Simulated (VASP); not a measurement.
# HfC (Imm2) in VASP: notebook

HfC is run at these levels: r2SCAN; tasks: single point.

All numbers are computed with VASP 6.6.1; they aren't measurements. Logs are shortened: lines on timing, memory, paths and dates and some standing lists are left out, and cuts for length are marked.

## 1. The cell of the first run

The structure is orthorhombic, space group Imm2 (No. 44). Conventional cell: a = 3.553 Å, b = 3.553 Å, c = 5.025 Å, α = 90.00°, β = 90.00°, γ = 90.00°. Hf (site symmetry mm2) has 4 C at 2.13 to 2.22 Å within 2.8 Å. C (site symmetry mm2) has 4 Hf at 2.13 to 2.22 Å within 2.8 Å.

## 2. Single point, r2SCAN (atom 2 (C) moved 0.08 Å along z)

POSCAR

```
HfC
1.0
    0.0000000000      2.5126537230      2.5126537230
    2.5126537230      0.0000000000      2.5126537230
    2.5126537230      2.5126537230      0.0000000000
Hf C
1 1
Direct
    0.0000000000      0.0000000000      0.0000000000
    0.2659194240      0.2659194240      0.2340805760
```

INCAR.step1

```
SYSTEM = HfC
PREC = Accurate
ENCUT = 520
ISMEAR = 0
SIGMA = 0.05
LREAL = .FALSE.
LASPH = .TRUE.
NELM = 80
NBANDS = 14
GGA = PE
ALGO = Normal
EDIFF = 1E-4
LWAVE = .TRUE.
LCHARG = .FALSE.
```

INCAR.step2

```
SYSTEM = HfC
PREC = Accurate
ENCUT = 520
EDIFF = 1E-7
ISMEAR = 0
SIGMA = 0.05
LREAL = .FALSE.
LASPH = .TRUE.
NELM = 80
ALGO = Normal
ISIF = 2
LWAVE = .FALSE.
LCHARG = .FALSE.
METAGGA = R2SCAN
LMIXTAU = .TRUE.
NBANDS = 14
ISTART = 1
```

KPOINTS

```
regular mesh
0
G
  12 12 12
  0 0 0
```

Potentials or basis: VASP PAW PBE potentials, release 64 (Hf_pv, C).

Started as:

```bash
$ cat potpaw_PBE.64/Hf_pv/POTCAR potpaw_PBE.64/C/POTCAR > POTCAR
$ cp INCAR.step1 INCAR
$ mpirun -np 1 vasp_std > vasp.out
$ cp INCAR.step2 INCAR
$ mpirun -np 1 vasp_std > vasp.out
```

OUTCAR:

```text
SYSTEM = HfC
   PREC = Accurate
   ENCUT = 520
   EDIFF = 1E-7
   ISMEAR = 0
   LREAL = .FALSE.
   LASPH = .TRUE.
   NELM = 80
   ISIF = 2
   METAGGA = R2SCAN
   ISTART = 1

 ion  position               nearest neighbor table
   1  0.000  0.000  0.000-   2 2.13   2 2.13   2 2.22   2 2.22
   2  0.266  0.266  0.234-   1 2.13   1 2.13   1 2.22   1 2.22

  LATTYP: Found a face centered cubic cell.
 ALAT       =     5.0253074460

  Lattice vectors:

 A1 = (   0.0000000000,   2.5126537230,   2.5126537230)
 A2 = (   2.5126537230,   0.0000000000,   2.5126537230)
 A3 = (   2.5126537230,   2.5126537230,   0.0000000000)

Analysis of symmetry for initial positions (statically):
=====================================================================
 Subroutine PRICEL returns:
 Original cell was already a primitive cell.

 Routine SETGRP: Setting up the symmetry group for a
 face centered cubic supercell.

 Subroutine GETGRP returns: Found  4 space group operations
 (whereof  4 operations were pure point group operations)
 out of a pool of 48 trial point group operations.

The static configuration has the point symmetry C_2v.

Analysis of symmetry for dynamics (positions and initial velocities):
=====================================================================
 Subroutine PRICEL returns:
 Original cell was already a primitive cell.

 Routine SETGRP: Setting up the symmetry group for a
 face centered cubic supercell.

 Subroutine GETGRP returns: Found  4 space group operations
 (whereof  4 operations were pure point group operations)
 out of a pool of 48 trial point group operations.

The dynamic configuration has the point symmetry C_2v.

 Subroutine INISYM returns: Found  4 space group operations
 (whereof  4 operations are pure point group operations),
 and found     1 'primitive' translations

----------------------------------------------------------------------------------------

                                     Primitive cell

  volume of cell :      31.7269

  direct lattice vectors                    reciprocal lattice vectors
     0.000000000  2.512653723  2.512653723    -0.198992800  0.198992800  0.198992800
     2.512653723  0.000000000  2.512653723     0.198992800 -0.198992800  0.198992800
     2.512653723  2.512653723  0.000000000     0.198992800  0.198992800 -0.198992800

  length of vectors
     3.553428973  3.553428973  3.553428973     0.344665640  0.344665640  0.344665640

  position of ions in fractional coordinates (direct lattice)
     0.000000000  0.000000000  0.000000000
     0.265919424  0.265919424  0.234080576

  ion indices of the primitive-cell ions
   primitive index   ion index
                 1           1
                 2           2

[... 81 lines left out ...]
   PSTRESS=    0.0 pullay stress
   NELECT =      14.0000    total number of electrons
   NUPDOWN=      -1.0000    fix difference up-down
   EMIN   =  10.00;   EMAX   =-10.00  energy-range for DOS
   EFERMI =   0.00;   METHOD = LEGACY
   ISMEAR =     0;   SIGMA  =   0.05  broadening in eV -4-tet -1-fermi 0-gaus
   EFERMI_NEDOS =   21; number of points for ismear=-14 and -15
   IALGO  =     38    algorithm
   IMIX   =      4    mixing-type and parameters
     AMIX     =   0.40;   BMIX     =  1.00
     AMIX_MAG =   1.60;   BMIX_MAG =  1.00
  volume/ion in A,a.u.               =      15.86       107.05
  Fermi-wavevector in a.u.,A,eV,Ry     =   1.246354  2.355268 21.135279  1.553399
  Thomas-Fermi vector in A             =   2.380536
   LORBIT       =      0    0 simple, 1 ext, 2 COOP (PROOUT), +10 PAW based schemes
   METAGGA = R2SCAN    functional components
   LHFCALC =     F    Hartree Fock is set to
   AEXX    =    0.0000 exact exchange contribution
   IVDW    =     0    specifies the selected vdW correction
   LEPSILON=     F    determine dielectric tensor
   LRPA    =     F    only Hartree local field effects (RPA)
 non-spin polarized calculation
 Gauss-broadening in eV      SIGMA  =   0.05
  energy-cutoff  :      520.00
  volume of cell :       31.73
 maximum number of plane-waves:       881
   NGX = 13   NGY = 13   NGZ = 13

 number of electron      14.0000000 magnetization

 Free energy of the ion-electron system (eV)
  ---------------------------------------------------
  ext. energy  EPLUGINS =         0.00000000
  ---------------------------------------------------
  free energy    TOTEN  =       -56.01697654 eV

  energy without entropy =      -56.01697654  energy(sigma->0) =      -56.01697654

 E-fermi :   3.8708     XC(G=0): -11.4875

 val. band max:        3.6138322543   @ k =   0.5000   0.5000   0.0000
 cond. band min:       4.1373191414   @ k =   0.2500  -0.2500   0.5000
 fundamental gap:      0.5234868871
 Fermi energy:         3.8707625022

 k-point     1 :       0.0000    0.0000    0.0000
  band No.  band energies     occupation
      1     -27.0935      2.00000
      2     -27.0711      2.00000
      3     -27.0535      2.00000
      4      -7.6816      2.00000
      5       1.1076      2.00000
      6       1.1955      2.00000
      7       1.3403      2.00000
      8       7.3465      0.00000
      9       7.5624      0.00000
     10       7.5639      0.00000
     11      12.8134      0.00000
     12      13.4580      0.00000
     13      13.8758      0.00000
     14      16.4302      0.00000
[... 377 lines left out ...]
      1     -27.2994      2.00000
      2     -27.1381      2.00000
      3     -27.1056      2.00000
      4      -6.4463      2.00000
      5       0.2769      2.00000
      6       1.7938      2.00000
      7       1.9070      2.00000
      8       6.6257      0.00000
      9       7.9366      0.00000
     10       9.1665      0.00000
     11      12.0236      0.00000
     12      12.2911      0.00000
     13      13.3284      0.00000
     14      14.4660      0.00000

 [... further k-points ...]
[... 5 lines left out ...]
  --------------------------------------------------------------------------------------
  -------------------------------------------------------------------------------------
  Total        0.0665070      0.0665070     -0.0863899     -0.8483543      0.0000000      0.0000000
  in kB        3.3585366      3.3585366     -4.3626027    -42.8410303      0.0000000      0.0000000
  external PRESSURE =       0.7848235 kB  Pullay stress =       0.0000000 kB

 VOLUME and BASIS-vectors are now :
 -----------------------------------------------------------------------------
  energy-cutoff  :      520.00
  volume of cell :       31.73
      direct lattice vectors                 reciprocal lattice vectors
     0.000000000  2.512653723  2.512653723    -0.198992800  0.198992800  0.198992800
     2.512653723  0.000000000  2.512653723     0.198992800 -0.198992800  0.198992800
     2.512653723  2.512653723  0.000000000     0.198992800  0.198992800 -0.198992800

 POSITION                                       TOTAL-FORCE (eV/Angst)
 -----------------------------------------------------------------------------------
      0.00000      0.00000      0.00000        -0.000000     -0.000000      1.043514
      1.25633      1.25633      1.33633         0.000000      0.000000     -1.043514
 -----------------------------------------------------------------------------------
    total drift:                                0.000001      0.000001      0.000171

  FREE ENERGIE OF THE ION-ELECTRON SYSTEM (eV)
  ---------------------------------------------------
  free  energy   TOTEN  =       -56.0169765354 eV

  energy  without entropy=      -56.0169765354  energy(sigma->0) =      -56.01697654
```

OUTCAR.step1:

```text
SYSTEM = HfC
   PREC = Accurate
   ENCUT = 520
   ISMEAR = 0
   LREAL = .FALSE.
   LASPH = .TRUE.
[... 629 lines left out ...]
      0.00000      0.00000      0.00000         0.000000      0.000000      1.010291
      1.25633      1.25633      1.33633         0.000000      0.000000     -1.010291
 -----------------------------------------------------------------------------------
    total drift:                                0.000000      0.000000      0.001645

  FREE ENERGIE OF THE ION-ELECTRON SYSTEM (eV)
  ---------------------------------------------------
  free  energy   TOTEN  =       -19.7150214595 eV

  energy  without entropy=      -19.7150212514  energy(sigma->0) =      -19.71502136
```

OSZICAR.step1:

```text
N       E                     dE             d eps       ncg     rms          rms(c)
DAV:   1     0.303576270516E+02    0.30358E+02   -0.73123E+03  7848   0.923E+02
DAV:   2    -0.220402649798E+02   -0.52398E+02   -0.48697E+02 10514   0.203E+02
DAV:   3    -0.241600809677E+02   -0.21198E+01   -0.21121E+01  9346   0.308E+01
DAV:   4    -0.241747782123E+02   -0.14697E-01   -0.14696E-01  9190   0.323E+00
DAV:   5    -0.241749335774E+02   -0.15537E-03   -0.15536E-03  9418   0.294E-01    0.520E+01
DAV:   6    -0.197225141654E+02    0.44524E+01   -0.14816E+01  8434   0.212E+01    0.353E+01
DAV:   7    -0.197252971530E+02   -0.27830E-02   -0.74624E-01  8920   0.584E+00    0.231E+01
DAV:   8    -0.197237756973E+02    0.15215E-02   -0.73041E-02  9340   0.205E+00    0.756E+00
DAV:   9    -0.197150211377E+02    0.87546E-02   -0.24614E-02  8554   0.876E-01    0.112E+00
DAV:  10    -0.197150022966E+02    0.18841E-04   -0.10584E-03 10570   0.237E-01    0.360E-01
DAV:  11    -0.197150214595E+02   -0.19163E-04   -0.97198E-05  4970   0.810E-02
   1 F= -.19715021E+02 E0= -.19715021E+02  d E =-.208124E-06
```

It took 7.5 min on 1 thread of Intel Xeon Platinum 8375C at 2.90GHz (Ice Lake), shared host; peak memory 0.27 GiB.

Results:

```yaml
Free_energy: -56.0170 eV
Pressure: 0.1 GPa
Largest_force: 1.044 eV/Å
Band_gap_on_the_k_mesh: 0.52 eV (least direct gap 0.57 eV)
```

Forces in eV/Å, atoms in the order of the input:
```
Hf   0.000  0.000  1.044
C    0.000  0.000 -1.044
```

Levels at points of the mesh, in eV from the valence-band top:
```tsv
k point	band 4	band 5	band 6	band 7	band 8	band 9	band 10	band 11
(0.00, 0.00, 0.00)	-11.30	-2.51	-2.42	-2.27	3.73	3.95	3.95	9.20
(0.50, 0.00, 0.00)	-9.57	-3.06	-1.73	-1.55	4.05	4.55	4.95	6.98
(0.00, 0.00, 0.50)	-9.71	-3.06	-1.95	-1.79	4.55	4.57	4.93	7.15
(0.50, 0.50, 0.00)	-9.06	-4.22	-0.24	0.00	0.69	4.96	5.72	6.05
(0.00, 0.50, 0.50)	-9.03	-4.24	-0.15	-0.14	0.77	4.92	5.72	6.17
```

Caveat: the cell differs from its parent crystal (atom 2 (C) moved 0.08 Å along z); the PAW data sets were made with another functional, which shifts forces and pressure a little; spin-orbit coupling is left out, which moves the levels of the heavy elements. A k mesh can miss the band edges.

## 3. Single point, r2SCAN

POSCAR

```
HfC
1.0
    0.0000000000      2.5000904544      2.5000904544
    2.5126537230     -0.0125632686      2.5126537230
    2.5126537230      2.5126537230     -0.0125632686
Hf C
1 1
Direct
    0.0000000000      0.0000000000      0.0000000000
    0.2500000000      0.2500000000      0.2500000000
```

INCAR.step1: that of step 2 with these lines changed.

```diff
@@ -7,3 +7,3 @@
 LASPH = .TRUE.
-NELM = 80
+NELM = 60
 NBANDS = 14
```

INCAR.step2: that of step 2 with these lines changed.

```diff
@@ -3,3 +3,3 @@
 ENCUT = 520
-EDIFF = 1E-7
+EDIFF = 1E-6
 ISMEAR = 0
@@ -8,3 +8,3 @@
 LASPH = .TRUE.
-NELM = 80
+NELM = 60
 ALGO = Normal
```

KPOINTS

```
Automatic mesh
0
G
  12 12 12
  0 0 0
```

Potentials or basis: VASP PAW PBE potentials, release 64 (Hf_pv, C).

Started as:

```bash
$ cat potpaw_PBE.64/Hf_pv/POTCAR potpaw_PBE.64/C/POTCAR > POTCAR
$ cp INCAR.step1 INCAR
$ mpirun -np 1 vasp_std > vasp.out
$ cp INCAR.step2 INCAR
$ mpirun -np 1 vasp_std > vasp.out
```

OUTCAR:

```text
SYSTEM = HfC
   PREC = Accurate
   ENCUT = 520
   EDIFF = 1E-6
   ISMEAR = 0
   LREAL = .FALSE.
   LASPH = .TRUE.
   NELM = 60
   ISIF = 2
   METAGGA = R2SCAN
   ISTART = 1

 ion  position               nearest neighbor table
   1  0.000  0.000  0.000-   2 2.17   2 2.17   2 2.18   2 2.18
   2  0.250  0.250  0.250-   1 2.17   1 2.17   1 2.18   1 2.18

  LATTYP: Found a body centered orthorhombic cell.
 ALAT       =     3.5356618278
 B/A-ratio  =     1.0100502512
 C/A-ratio  =     1.4213201632

  Lattice vectors:
[... 598 lines left out ...]

  FORCE on cell =-STRESS in cart. coord.  units (eV):
  Direction    XX          YY          ZZ          XY          YZ          ZX
  --------------------------------------------------------------------------------------
  -------------------------------------------------------------------------------------
  Total       -0.0828294     -0.0803152     -0.0803152      0.0000000      0.2223088      0.0000000
  in kB       -4.1829078     -4.0559385     -4.0559385      0.0000000     11.2266515      0.0000000
  external PRESSURE =      -4.0982616 kB  Pullay stress =       0.0000000 kB

 VOLUME and BASIS-vectors are now :
 -----------------------------------------------------------------------------
  energy-cutoff  :      520.00
  volume of cell :       31.73
      direct lattice vectors                 reciprocal lattice vectors
     0.000000000  2.500090454  2.500090454    -0.198992800  0.199992764  0.199992764
     2.512653723 -0.012563269  2.512653723     0.198992800 -0.198002786  0.198002786
     2.512653723  2.512653723 -0.012563269     0.198992800  0.198002786 -0.198002786

 POSITION                                       TOTAL-FORCE (eV/Angst)
 -----------------------------------------------------------------------------------
      0.00000      0.00000      0.00000        -0.104955     -0.000000     -0.000000
      1.25633      1.25005      1.25005         0.104955      0.000000      0.000000
 -----------------------------------------------------------------------------------
    total drift:                                0.000021      0.000000      0.000000

  FREE ENERGIE OF THE ION-ELECTRON SYSTEM (eV)
  ---------------------------------------------------
  free  energy   TOTEN  =       -56.0575725653 eV

  energy  without entropy=      -56.0575725653  energy(sigma->0) =      -56.05757257
```

OUTCAR.step1:

```text
SYSTEM = HfC
   PREC = Accurate
   ENCUT = 520
   ISMEAR = 0
   LREAL = .FALSE.
   LASPH = .TRUE.
[... 632 lines left out ...]
      0.00000      0.00000      0.00000        -0.110743     -0.000000     -0.000000
      1.25633      1.25005      1.25005         0.110743      0.000000      0.000000
 -----------------------------------------------------------------------------------
    total drift:                               -0.000284     -0.000000     -0.000000

  FREE ENERGIE OF THE ION-ELECTRON SYSTEM (eV)
  ---------------------------------------------------
  free  energy   TOTEN  =       -19.7543482434 eV

  energy  without entropy=      -19.7543481456  energy(sigma->0) =      -19.75434819
```

Run time: 6.7 min. Hardware: 1 thread of Intel Xeon Platinum 8375C at 2.90GHz (Ice Lake), shared host; peak memory 0.26 GiB.

What came out:

- Free energy: -56.0576 eV
- Pressure: -0.4 GPa
- Largest force: 0.105 eV/Å
- Band gap on the k mesh: 0.58 eV

Forces on the atoms (eV/Å):
```
Hf  -0.105  0.000  0.000
C    0.105  0.000  0.000
```

Caveat: the PAW data sets were made with another functional, which shifts forces and pressure a little; spin-orbit coupling is left out, which moves the levels of the heavy elements.
